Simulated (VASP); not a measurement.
Set up this calculation in VASP 6.6.1, as the native input.

| Quantity | Value |
| --- | --- |
| Task | relaxation of cell and atoms |
| Functional | PBE |
| Potentials or basis | VASP PAW PBE potentials, release 64 (Zn, Si, N) |
| Cutoff | 600 eV |
| k mesh | 12 × 12 × 4 |
| Occupations | gaussian, width 0.1 eV |
| Spin | no spin polarisation |
| Dipole correction | no |
| Further INCAR settings | ALGO = Normal; EDIFF = 1e-07; IBRION = 2; EDIFFG = -0.01; NSW = 100; ISIF = 3 |

The structure of Zn2Si2N lies in POSCAR:

```
Zn2Si2N
1.0
    2.9433988384      0.0000000000      0.0000000000
   -1.4716994192      2.5490581675      0.0000000000
    0.0000000000      0.0000000000     10.2760486706
Zn Si N
2 2 1
Direct
    0.6666666667      0.3333333333      0.2673254432
    0.6666666667      0.3333333333      0.7326745568
    0.3333333333      0.6666666667      0.5000000000
    0.6666666667      0.3333333333      0.0000000000
    0.3333333333      0.6666666667      0.0000000000
```

The cell was generated, and may not be a known phase.

These files were run (other wordings do the same):

INCAR

```
SYSTEM = Zn2Si2N
  PREC = Accurate
  ENCUT = 600
  EDIFF = 1E-7
  ISMEAR = 0
  SIGMA = 0.1
  LREAL = .False.
  LASPH = .True.
  NELM = 80
  ALGO = Normal
  ISIF = 3
  LWAVE = .False.
  LCHARG = .False.
  GGA = PE
  IBRION = 2
  NSW = 100
  EDIFFG = -0.01
```

KPOINTS

```
regular mesh
0
Gamma
  12 12 4
  0 0 0
```

Potentials or basis: VASP PAW PBE potentials, release 64 (Zn, Si, N).

The run is started by

```bash
$ cat potpaw_PBE.64/Zn/POTCAR potpaw_PBE.64/Si/POTCAR potpaw_PBE.64/N/POTCAR > POTCAR
$ mpirun -np 1 vasp_std > vasp.out
```

Results of the run:

| Item | Value |
| --- | --- |
| Relaxed volume | 15.03 Å³/atom |
| Relaxed cell | a = 2.990 Å, b = 2.990 Å, c = 9.700 Å, α = 90.00°, β = 90.00°, γ = 120.00° |
| Space group after relaxing (to 0.1 Å) | P-6m2 (No. 187) |
| Energy gained by relaxing | 15.3 meV/atom |
| Ionic steps | 11 |
| Pressure after relaxing | 0.0 GPa |
| Largest force after relaxing | 0.009 eV/Å |
| Band gap on the k mesh | zero (an odd number of electrons rules out a gap without spin polarisation) |

It took 6.7 min on 1 thread of Intel(R) Xeon(R) 6975P-C (Granite Rapids), on a shared host, peak memory 0.29 GiB.
